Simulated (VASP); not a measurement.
Crystal: KZnF3.

```
Zn K F
1.0
     3.99526    0.00000    0.00000
     0.00000    3.99526    0.00000
     0.00000    0.00000    3.99526
Zn K F
1 1 3
Direct
  0.50000 0.50000 0.50000
  0.00000 0.00000 0.00000
  0.50000 0.00000 0.50000
  0.00000 0.50000 0.50000
  0.50000 0.50000 0.00000
```

Base run:

| Quantity | Value |
| --- | --- |
| Program | VASP 6.6.1 |
| Functional | r2SCAN |
| Potentials or basis | VASP PAW PBE potentials, release 64 (Zn, K_sv, F) |
| Cutoff | 520 eV |
| k mesh | 7 × 7 × 7 |
| Occupations | fermi-dirac, width 0.05 eV |
| Spin | no spin polarisation |

Its results: band gap on the k mesh 4.80 eV, indirect (least direct gap 6.93 eV); pressure 4.1 GPa.

The run is repeated on the same cell with these changes: functional from r2SCAN to PBEsol; further incar settings from ALGO = Normal; EDIFF = 1e-07; NBANDS = 29 to ALGO = Normal; EDIFF = 1e-06; NBANDS = 29. What comes out?

Band gap on the k mesh 3.86 eV, indirect (least direct gap 5.84 eV); pressure 4.3 GPa.

Caveats: the PAW data sets were made with another functional, which shifts forces and pressure a little.

A k mesh can miss the band edges.
